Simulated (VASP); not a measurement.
Set up this calculation in VASP 6.6.1, as the native input.

```yaml
Task: single point
Functional: LDA
Potentials_or_basis: VASP PAW LDA potentials, release 64 (O)
Cutoff: 520 eV
k_mesh: 5 × 5 × 4
Occupations: methfessel-paxton, width 0.1 eV
Spin: no spin polarisation
Dipole_correction: no
Further_INCAR_settings: ALGO = Normal; EDIFF = 1e-06; NBANDS = 13
```

The structure of O lies in POSCAR:

```
O
1.0
    3.6275200000      0.0000000000      0.0000000000
    0.0000000000      3.6275200000      0.0000000000
    0.0000000000      0.0000000000      5.1721960000
O
2
Direct
    0.0000000000      0.0000000000      0.5000000000
    0.5000000000      0.5000000000      0.5000000000
```

The input as run:

INCAR

```
PREC     = Accurate       # precision mode
ENCUT    = 520            # plane-wave cutoff, eV
EDIFF    = 1E-6           # SCF threshold, eV
ISMEAR   = 1              # smearing method
SIGMA    = 0.1            # smearing width, eV
LREAL    = False          # projectors in reciprocal space
LASPH    = True           # aspherical terms in the spheres
NELM     = 80             # most SCF steps
ALGO     = Normal         # electronic algorithm
ISIF     = 2              # what is computed and relaxed
LWAVE    = False          # write WAVECAR
LCHARG   = False          # write CHGCAR
GGA      = CA             # functional
NBANDS   = 13             # bands
```

KPOINTS

```
regular mesh
0
Gamma
  5 5 4
```

Potentials or basis: VASP PAW LDA potentials, release 64 (O).

Command:

```bash
$ cat potpaw_LDA.64/O/POTCAR > POTCAR
$ mpirun -np 1 vasp_std > vasp.out
```

It gave:

| Property | Result |
| --- | --- |
| Pressure | -10.8 GPa |
| Band gap on the k mesh | zero (bands 6 and 7 overlap by 0.42 eV) |

Caveat: the cell stands under tension.

It took 7.6 s on 1 thread of AMD EPYC 7R13 Processor (Zen 3) (shared host), peak memory 0.11 GiB.
